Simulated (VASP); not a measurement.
A run of VASP 6.6.1:

POSCAR

```
CuO
1.0
    2.3418500000     -1.7113000000      0.0000000000
    2.3418500000      1.7113000000      0.0000000000
   -0.8500274268      0.0000000000      5.0578693947
Cu O
2 2
Direct
    0.5000000000      0.0000000000      0.5000000000
    0.0000000000      0.5000000000      0.0000000000
    0.4184000000      0.5816000000      0.7500000000
    0.5816000000      0.4184000000      0.2500000000
```

INCAR.step1

```
PREC = Accurate
ENCUT = 520
EDIFF = 1E-5
ISMEAR = -1
SIGMA = 0.05
LREAL = F
LASPH = T
NELM = 60
ALGO = Normal
ISIF = 2
LWAVE = T
GGA = PE
NBANDS = 25
```

INCAR.step2

```
PREC = Accurate
ENCUT = 520
EDIFF = 1E-6
ISMEAR = -1
SIGMA = 0.05
LREAL = F
LASPH = T
NELM = 60
ALGO = Normal
ISIF = 2
LWAVE = F
LCHARG = T
GGA = PS
LHFCALC = T
AEXX = 0.25
HFSCREEN = 0.207
PRECFOCK = Normal
LELF = T
LVHAR = T
ISTART = 1
NBANDS = 25
```

The input KPOINTS:

```
regular mesh
0
Gamma
  5 5 3
```

Potentials or basis: VASP PAW PBE potentials, release 64 (Cu, O).

Launch:

```sh
$ cat potpaw_PBE.64/Cu/POTCAR potpaw_PBE.64/O/POTCAR > POTCAR
$ cp INCAR.step1 INCAR
$ mpirun -np 1 vasp_std > vasp.out
$ cp INCAR.step2 INCAR
$ mpirun -np 1 vasp_std > vasp.out
```

Hardware: 1 thread of Intel(R) Xeon(R) Platinum 8488C (Sapphire Rapids), on a shared host.

Task: Estimate the wall time of this run.

Result: It took 50 min on 1 thread of Intel(R) Xeon(R) Platinum 8488C (Sapphire Rapids) (shared host), peak memory 0.28 GiB. Counts: k points 24.
